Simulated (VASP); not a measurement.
# MgO (P3m1) in VASP: notebook, part 2 of 2

VASP 6.6.1. Earlier steps stand in the parts before.

### 3 Single point, PBE

This run uses another cell than the first one: it holds 18 atoms, not 16.

Input file INCAR:

```
SYSTEM = MgO
  PREC = Accurate
  ENCUT = 520
  EDIFF = 1E-7
  ISMEAR = 0
  SIGMA = 0.02
  LREAL = Auto
  LASPH = .True.
  NELM = 100
  ALGO = Normal
  ISIF = 2
  LWAVE = .False.
  LCHARG = .False.
  GGA = PE
  NBANDS = 51
```

Input file KPOINTS:

```
regular mesh
0
Gamma
  12 12 1
  0 0 0
```

Input file POSCAR:

```
MgO
1.0
    3.2890381147      0.0000000000      0.0000000000
   -1.6445190573      2.8483905613      0.0000000000
    0.0000000000      0.0000000000     23.5029500566
Mg O
9 9
Direct
    0.0000000000      0.0000000000     -0.0006228861
    0.3333333333      0.6666666667      0.1101956461
    0.6666666667      0.3333333333      0.2223159333
    0.3333333333      0.6666666667      0.3327488513
    0.6666666667      0.3333333333      0.4431823685
    0.3333333333      0.6666666667      0.5536089519
    0.6666666667      0.3333333333      0.6644171791
    0.0000000000      0.0000000000      0.7768920483
    0.3333333333      0.6666666667      0.8889610133
    0.0000000000      0.0000000000      0.0842867895
    0.3333333333      0.6666666667      0.1959505758
    0.6666666667      0.3333333333      0.3071939446
    0.3333333333      0.6666666667      0.4176281013
    0.6666666667      0.3333333333      0.5280609918
    0.3333333333      0.6666666667      0.6385162959
    0.6666666667      0.3333333333      0.7501896507
    0.0000000000      0.0000000000      0.8626327619
    0.3333333333      0.6666666667      0.9738417828
```

Potentials or basis: VASP PAW PBE potentials, release 64 (Mg, O).

On the command line:

```
cat potpaw_PBE.64/Mg/POTCAR potpaw_PBE.64/O/POTCAR > POTCAR
mpirun -np 1 vasp_std > vasp.out
```

OUTCAR:

```text
SYSTEM = MgO
   PREC = Accurate
   ENCUT = 520
   EDIFF = 1E-7
   ISMEAR = 0
   LREAL = Auto
   LASPH = .True.
   NELM = 100
   ISIF = 2
   GGA = PE

 ion  position               nearest neighbor table
   1  0.000  0.000  0.999-  18 1.99  18 1.99  18 1.99  10 2.00   9 3.22   9 3.22   9 3.22   2 3.22
                             2 3.22   2 3.22
   2  0.333  0.667  0.110-  10 1.99  10 1.99  10 1.99  11 2.02   1 3.22   1 3.22   1 3.22   3 3.25
                             3 3.25   3 3.25
   3  0.667  0.333  0.222-  12 1.99  11 2.00  11 2.00  11 2.00   4 3.22   4 3.22   4 3.22   2 3.25
                             2 3.25   2 3.25
   4  0.333  0.667  0.333-  12 1.99  12 1.99  12 1.99  13 1.99   3 3.22   3 3.22   3 3.22   5 3.22
                             5 3.22   5 3.22
   5  0.667  0.333  0.443-  13 1.99  13 1.99  13 1.99  14 1.99   6 3.22   6 3.22   6 3.22   4 3.22
                             4 3.22   4 3.22
   6  0.333  0.667  0.554-  14 1.99  14 1.99  14 1.99  15 2.00   5 3.22   5 3.22   5 3.22   7 3.22
                             7 3.22   7 3.22
   7  0.667  0.333  0.664-  15 1.99  15 1.99  15 1.99  16 2.02   6 3.22   6 3.22   6 3.22   8 3.25
                             8 3.25   8 3.25
   8  0.000  0.000  0.777-  16 2.00  16 2.00  16 2.00  17 2.02   9 3.25   9 3.25   9 3.25   7 3.25
                             7 3.25   7 3.25
   9  0.333  0.667  0.889-  18 1.99  17 2.00  17 2.00  17 2.00   1 3.22   1 3.22   1 3.22   8 3.25
                             8 3.25   8 3.25
  10  0.000  0.000  0.084-   2 1.99   2 1.99   2 1.99   1 2.00
  11  0.333  0.667  0.196-   3 2.00   3 2.00   3 2.00   2 2.02
  12  0.667  0.333  0.307-   4 1.99   4 1.99   4 1.99   3 1.99
  13  0.333  0.667  0.418-   5 1.99   5 1.99   5 1.99   4 1.99
  14  0.667  0.333  0.528-   6 1.99   6 1.99   6 1.99   5 1.99
  15  0.333  0.667  0.639-   7 1.99   7 1.99   7 1.99   6 2.00
  16  0.667  0.333  0.750-   8 2.00   8 2.00   8 2.00   7 2.02
  17  0.000  0.000  0.863-   9 2.00   9 2.00   9 2.00   8 2.02
  18  0.333  0.667  0.974-   1 1.99   1 1.99   1 1.99   9 1.99

  LATTYP: Found a hexagonal cell.
 ALAT       =     3.2890381147
 C/A-ratio  =     7.1458430207

  Lattice vectors:

 A1 = (   3.2890381147,   0.0000000000,   0.0000000000)
 A2 = (  -1.6445190573,   2.8483905613,   0.0000000000)
 A3 = (   0.0000000000,   0.0000000000,  23.5029500566)
[... 181 lines left out ...]
   IVDW    =     0    specifies the selected vdW correction
   LEPSILON=     F    determine dielectric tensor
   LRPA    =     F    only Hartree local field effects (RPA)
 non-spin polarized calculation
 Gauss-broadening in eV      SIGMA  =   0.02
  energy-cutoff  :      520.00
  volume of cell :      220.19
 maximum number of plane-waves:      5976
   NGX = 13   NGY = 13   NGZ = 87

 number of electron      72.0000045 magnetization

 Free energy of the ion-electron system (eV)
  ---------------------------------------------------
  ext. energy  EPLUGINS =         0.00000000
  ---------------------------------------------------
  free energy    TOTEN  =      -105.67930197 eV

  energy without entropy =     -105.67930197  energy(sigma->0) =     -105.67930197

 E-fermi :   0.8689     XC(G=0):  -9.5907

 val. band max:        0.7704021464   @ k =   0.0000   0.0000   0.0000
 cond. band min:       4.1773241590   @ k =   0.0000   0.0000   0.0000
 fundamental gap:      3.4069220125
 Fermi energy:         0.8688761733

 k-point     1 :       0.0000    0.0000    0.0000
  band No.  band energies     occupation
      1     -15.2448      2.00000
      2     -15.1839      2.00000
      3     -15.0674      2.00000
      4     -14.9344      2.00000
      5     -14.9058      2.00000
      6     -14.7238      2.00000
[... 958 lines left out ...]
     47      10.5686      0.00000
     48      10.7026      0.00000
 [bands above 48 left out]

------------------------ aborting loop because EDIFF is reached ----------------------------------------

  FORCE on cell =-STRESS in cart. coord.  units (eV):
  Direction    XX          YY          ZZ          XY          YZ          ZX
  --------------------------------------------------------------------------------------
  -------------------------------------------------------------------------------------
  Total       -0.6331260     -0.6331260     -0.5095990     -0.0000000     -0.0000000     -0.0000000
  in kB       -4.6069122     -4.6069122     -3.7080734     -0.0000000     -0.0000000     -0.0000000
  external PRESSURE =      -4.3072993 kB  Pullay stress =       0.0000000 kB

 VOLUME and BASIS-vectors are now :
 -----------------------------------------------------------------------------
  energy-cutoff  :      520.00
  volume of cell :      220.19
      direct lattice vectors                 reciprocal lattice vectors
     3.289038115  0.000000000  0.000000000     0.304040259  0.175537725  0.000000000
    -1.644519057  2.848390561  0.000000000     0.000000000  0.351075451  0.000000000
     0.000000000  0.000000000 23.502950057     0.000000000  0.000000000  0.042547850

 POSITION                                       TOTAL-FORCE (eV/Angst)
 -----------------------------------------------------------------------------------
      0.00000      0.00000     23.48831         0.000000     -0.000000      0.004909
     -0.00000      1.89893      2.58992        -0.000000      0.000000      0.003335
      1.64452      0.94946      5.22508         0.000000     -0.000000     -0.002795
     -0.00000      1.89893      7.82058         0.000000      0.000000      0.000555
      1.64452      0.94946     10.41609         0.000000     -0.000000     -0.000507
     -0.00000      1.89893     13.01144        -0.000000     -0.000000      0.003120
[... 10 lines left out ...]
      0.00000      0.00000     20.27441        -0.000000     -0.000000     -0.004202
     -0.00000      1.89893     22.88815         0.000000     -0.000000     -0.005606
 -----------------------------------------------------------------------------------
    total drift:                               -0.000002      0.000001     -0.040372

  FREE ENERGIE OF THE ION-ELECTRON SYSTEM (eV)
  ---------------------------------------------------
  free  energy   TOTEN  =      -105.6793019676 eV

  energy  without entropy=     -105.6793019676  energy(sigma->0) =     -105.67930197
```

OSZICAR:

```text
N       E                     dE             d eps       ncg     rms          rms(c)
DAV:   1     0.398939054626E+03    0.39894E+03   -0.34344E+04  1954   0.125E+03
DAV:   2    -0.883844024315E+02   -0.48732E+03   -0.46858E+03  2484   0.271E+02
DAV:   3    -0.124673194812E+03   -0.36289E+02   -0.36099E+02  2260   0.785E+01
DAV:   4    -0.125000600155E+03   -0.32741E+00   -0.32711E+00  2316   0.854E+00
DAV:   5    -0.125003538889E+03   -0.29387E-02   -0.29375E-02  2345   0.779E-01    0.248E+01
DAV:   6    -0.105927540791E+03    0.19076E+02   -0.86926E+01  2127   0.371E+01    0.854E+00
DAV:   7    -0.105718947784E+03    0.20859E+00   -0.13728E+00  2061   0.559E+00    0.503E+00
DAV:   8    -0.105683711911E+03    0.35236E-01   -0.49842E-01  2289   0.493E+00    0.908E-01
DAV:   9    -0.105673873837E+03    0.98381E-02   -0.55529E-02  2372   0.108E+00    0.275E-01
DAV:  10    -0.105679421562E+03   -0.55477E-02   -0.12585E-02  2177   0.480E-01    0.180E-01
DAV:  11    -0.105679355011E+03    0.66551E-04   -0.44637E-04  2468   0.167E-01    0.116E-01
DAV:  12    -0.105679303416E+03    0.51595E-04   -0.13751E-03  2345   0.218E-01    0.317E-02
DAV:  13    -0.105679298434E+03    0.49818E-05   -0.12251E-04  2420   0.762E-02    0.169E-02
DAV:  14    -0.105679301193E+03   -0.27585E-05   -0.28587E-05  2257   0.277E-02    0.501E-03
DAV:  15    -0.105679302024E+03   -0.83139E-06   -0.40474E-06  2404   0.144E-02    0.261E-03
DAV:  16    -0.105679301979E+03    0.45077E-07   -0.16826E-06  2460   0.743E-03    0.132E-03
DAV:  17    -0.105679301968E+03    0.11257E-07   -0.15096E-07  1659   0.210E-03
   1 F= -.10567930E+03 E0= -.10567930E+03  d E =-.428969E-14
```

Run time: 1.9 min. Hardware: 1 thread of Intel Xeon 6975P-C (Granite Rapids), shared host; peak memory 0.38 GiB.

Results:

```yaml
Free_energy: -105.6793 eV
Pressure: -0.4 GPa
Largest_force: 0.011 eV/Å
Band_gap_on_the_k_mesh: 3.41 eV
```

Forces on the atoms (eV/Å):
```
Mg   0.000  0.000  0.005
Mg   0.000  0.000  0.003
Mg   0.000  0.000 -0.003
Mg   0.000  0.000  0.001
Mg   0.000  0.000 -0.001
Mg   0.000  0.000  0.003
Mg   0.000  0.000  0.004
Mg   0.000  0.000  0.001
Mg   0.000  0.000  0.002
O    0.000  0.000 -0.006
O    0.000  0.000  0.001
O    0.000  0.000 -0.002
O    0.000  0.000 -0.007
O    0.000  0.000 -0.004
O    0.000  0.000  0.011
O    0.000  0.000  0.001
O    0.000  0.000 -0.004
O    0.000  0.000 -0.006
```

Levels at points of the mesh, in eV from the valence-band top:
```csv
k point,band 32,band 33,band 34,band 35,band 36,band 37,band 38,band 39,band 40,band 41
"(0.00, 0.00, 0.00)",-0.16,-0.16,-0.05,-0.05,0.00,3.41,4.05,4.16,5.44,5.45
"(0.50, 0.00, 0.00)",-0.48,-0.46,-0.39,-0.34,-0.24,6.51,6.73,7.38,7.57,7.58
```

Caveat: an odd mesh through Γ misses points on the zone boundary, where band edges can lie.

### 4 Single point, PBE

This run uses another cell than the first one: it holds 12 atoms, not 16.

Input file INCAR:

```
PREC     = Accurate       # precision mode
ENCUT    = 520            # plane-wave cutoff, eV
EDIFF    = 1E-6           # SCF threshold, eV
ISMEAR   = 0              # smearing method
SIGMA    = 0.02           # smearing width, eV
LREAL    = F              # projectors in reciprocal space
LASPH    = T              # aspherical terms in the spheres
NELM     = 100            # most SCF steps
ALGO     = Normal         # electronic algorithm
ISIF     = 2              # what is computed and relaxed
LWAVE    = F              # write WAVECAR
LCHARG   = F              # write CHGCAR
GGA      = PE             # functional
NBANDS   = 36             # bands
```

Input file KPOINTS:

```
regular mesh
0
Gamma
  12 12 2
```

Input file POSCAR:

```
MgO
1.0
    3.2887618935      0.0000000000      0.0000000000
   -1.6443809467      2.8481513468      0.0000000000
    0.0000000000      0.0000000000     15.6694128126
Mg O
6 6
Direct
    0.0000000000      0.0000000000     -0.0010648558
    0.3333333333      0.6666666667      0.1645815403
    0.0000000000      0.0000000000      0.3307887259
    0.6666666667      0.3333333333      0.4989429570
    0.0000000000      0.0000000000      0.6651488344
    0.3333333333      0.6666666667      0.8332974452
    0.0000000000      0.0000000000      0.1262557741
    0.3333333333      0.6666666667      0.2919400004
    0.0000000000      0.0000000000      0.4594164476
    0.6666666667      0.3333333333      0.6262982416
    0.0000000000      0.0000000000      0.7937796752
    0.3333333333      0.6666666667      0.9606152142
```

On the command line:

```
cat potpaw_PBE.64/Mg/POTCAR potpaw_PBE.64/O/POTCAR > POTCAR
mpirun -np 1 vasp_std > vasp.out
```

It took 75 s on 1 thread of Intel Xeon 6975P-C (Granite Rapids), shared host; peak memory 0.32 GiB.

It converged, with:

| Property | Result |
| --- | --- |
| Free energy | -70.4485 eV |
| Pressure | -0.4 GPa |
| Band gap on the k mesh | 3.43 eV |

Levels at points of the mesh, in eV from the valence-band top:
```csv
k point,band 21,band 22,band 23,band 24,band 25,band 26,band 27,band 28
"(0.00, 0.00, 0.00)",-0.21,-0.12,-0.12,0.00,3.43,4.74,4.78,6.85
"(0.50, 0.00, 0.00)",-0.50,-0.47,-0.40,-0.29,6.74,6.89,7.50,7.69
"(0.00, 0.00, 0.50)",-0.20,-0.20,-0.12,-0.12,3.79,3.89,5.78,5.86
"(0.50, 0.00, 0.50)",-0.53,-0.39,-0.36,-0.31,6.69,6.94,7.51,7.74
```

### 5 Relaxation of cell and atoms, PBE

This run uses another cell than the first one: it holds 18 atoms, not 16.

Input file INCAR:

```
ALGO     = Normal         # electronic algorithm
EDIFF    = 1E-6           # SCF threshold, eV
EDIFFG   = -0.01          # ionic threshold
ENCUT    = 600            # plane-wave cutoff, eV
GGA      = PE             # functional
IBRION   = 2              # ionic algorithm
ISIF     = 3              # what is computed and relaxed
ISMEAR   = 0              # smearing method
LASPH    = True           # aspherical terms in the spheres
LCHARG   = False          # write CHGCAR
LREAL    = Auto         
LWAVE    = False          # write WAVECAR
NELM     = 60             # most SCF steps
NSW      = 65             # ionic steps
PREC     = Accurate       # precision mode
SIGMA    = 0.02           # smearing width, eV
```

Input file KPOINTS:

```
k-points
0
Gamma
  12 12 1
```

Input file POSCAR:

```
MgO
1.0
    3.3137906492      0.0000000000      0.0000000000
   -1.6568953246      2.8698268851      0.0000000000
    0.0000000000      0.0000000000     23.0568974643
Mg O
9 9
Direct
    0.0000000000      0.0000000000      0.0000000000
    0.3333333333      0.6666666667      0.1111111111
    0.6666666667      0.3333333333      0.2222222222
    0.3333333333      0.6666666667      0.3333333333
    0.6666666667      0.3333333333      0.4444444444
    0.3333333333      0.6666666667      0.5555555556
    0.6666666667      0.3333333333      0.6666666667
    0.0000000000      0.0000000000      0.7777777778
    0.3333333333      0.6666666667      0.8888888889
    0.0000000000      0.0000000000      0.0833333333
    0.3333333333      0.6666666667      0.1944444444
    0.6666666667      0.3333333333      0.3055555556
    0.3333333333      0.6666666667      0.4166666667
    0.6666666667      0.3333333333      0.5277777778
    0.3333333333      0.6666666667      0.6388888889
    0.6666666667      0.3333333333      0.7500000000
    0.0000000000      0.0000000000      0.8611111111
    0.3333333333      0.6666666667      0.9722222222
```

On the command line:

```
cat potpaw_PBE.64/Mg/POTCAR potpaw_PBE.64/O/POTCAR > POTCAR
mpirun -np 1 vasp_std > vasp.out
```

It took 30 min on 1 thread of Intel Xeon 6975P-C (Granite Rapids), shared host; peak memory 0.49 GiB.

It converged, with:

* Free energy: -105.7007 eV
* Relaxed volume: 12.17 Å³/atom
* Relaxed cell: a = 3.284 Å, b = 3.284 Å, c = 23.461 Å, α = 90.00°, β = 90.00°, γ = 120.00°
* Space group after relaxing (to 0.1 Å): P3m1 (No. 156)
* Energy gained by relaxing: 14.2 meV/atom
* Ionic steps: 22
* Pressure after relaxing: 0.0 GPa
* Largest force after relaxing: 0.004 eV/Å
* Band gap on the k mesh: 3.43 eV

Forces on the atoms (eV/Å):
```
Mg   0.000  0.000  0.004
Mg   0.000  0.000 -0.002
Mg   0.000  0.000  0.004
Mg   0.000  0.000  0.000
Mg   0.000  0.000  0.001
Mg   0.000  0.000  0.001
Mg   0.000  0.000  0.001
Mg   0.000  0.000  0.001
Mg   0.000  0.000  0.000
O    0.000  0.000 -0.004
O    0.000  0.000 -0.001
O    0.000  0.000 -0.001
O    0.000  0.000 -0.002
O    0.000  0.000 -0.001
O    0.000  0.000 -0.002
O    0.000  0.000  0.002
O    0.000  0.000 -0.001
O    0.000  0.000 -0.002
```

The path:
```
step  energy change (eV)  largest force (eV/Å)  pressure (GPa)  volume (Å³)
   1              0.0000                0.8214            0.46       219.27
   2             -0.1986                0.3353           -0.46       220.28
   3             -0.2493                0.0879           -0.47       219.97
   4             -0.2493                0.0785           -0.46       219.95
   5             -0.2523                0.0600            0.10       218.91
   6             -0.2523                0.0568            0.18       218.74
   7             -0.2535                0.0478            0.10       218.90
   8             -0.2543                0.0440           -0.07       219.23
   9             -0.2543                0.0419           -0.05       219.19
  10             -0.2547                0.0382            0.00       219.10
  11             -0.2547                0.0508            0.03       219.04
  12             -0.2547                0.0473            0.02       219.07
  13             -0.2550                0.0221            0.02       219.07
  14             -0.2551                0.0227            0.02       219.07
  15             -0.2552                0.0167           -0.02       219.13
  16             -0.2552                0.0296           -0.04       219.18
  17             -0.2553                0.0279           -0.04       219.16
  18             -0.2554                0.0205           -0.02       219.12
  19             -0.2554                0.0218           -0.01       219.11
  20             -0.2555                0.0130            0.01       219.08
  21             -0.2555                0.0141            0.02       219.05
  22             -0.2555                0.0045            0.00       219.09
```

Final structure:
```
Mg O
1.0
     3.28381    0.00000    0.00000
    -1.64190    2.84386    0.00000
     0.00000    0.00000   23.46055
Mg O
9 9
Cartesian
  0.0000 0.0000 23.4452
  0.0000 1.8959 2.5845
  1.6419 0.9480 5.2140
  0.0000 1.8959 7.8057
  1.6419 0.9480 10.3972
  0.0000 1.8959 12.9889
  1.6419 0.9480 15.5884
  0.0000 0.0000 18.2258
  0.0000 1.8959 20.8547
  -1.6419 2.8439 1.9776
  0.0000 1.8959 4.5967
  1.6419 0.9480 7.2066
  0.0000 1.8959 9.7983
  1.6419 0.9480 12.3897
  0.0000 1.8959 14.9818
  1.6419 0.9480 17.6008
  0.0000 0.0000 20.2378
  0.0000 1.8959 22.8467
```

Levels at points of the mesh, in eV from the valence-band top:
```csv
k point,band 32,band 33,band 34,band 35,band 36,band 37,band 38,band 39,band 40,band 41
"(0.00, 0.00, 0.00)",-0.17,-0.17,-0.06,-0.06,0.00,3.43,4.08,4.18,5.47,5.48
"(0.50, 0.00, 0.00)",-0.48,-0.47,-0.39,-0.34,-0.25,6.52,6.75,7.40,7.59,7.60
```

Caveat: an odd mesh through Γ misses points on the zone boundary, where band edges can lie.

### 6 The runs side by side

```csv
task,cell,k mesh,cutoff (eV),gap on the mesh (eV),pressure (GPa),largest force (eV/Å)
single point,"a = 3.280, b = 3.280, c = 21.022 Å, angles 90.0, 90.0, 120.0°, 16 atoms, atomic positions A",12 × 12 × 1,520,3.43,-0.4,0.01
single point,"a = 3.289, b = 3.289, c = 23.503 Å, angles 90.0, 90.0, 120.0°, 18 atoms, atomic positions B",12 × 12 × 1,520,3.41,-0.4,0.01
single point,"a = 3.289, b = 3.289, c = 15.669 Å, angles 90.0, 90.0, 120.0°, 12 atoms, atomic positions C",12 × 12 × 2,520,3.43,-0.4,-
relaxation of cell and atoms,"relaxed from a = 3.314, b = 3.314, c = 23.057 Å, angles 90.0, 90.0, 120.0°, 18 atoms, atomic positions D",12 × 12 × 1,600,3.43,0.0,-
```

Alike in all rows: level PBE; potentials or basis VASP PAW PBE potentials, release 64 (Mg, O); no spin polarisation; smearing gaussian 0.02 eV.

Caveats: an odd mesh through Γ misses points on the zone boundary, where band edges can lie (at least some runs).

Absolute energies hang on the potentials; compare differences alone.
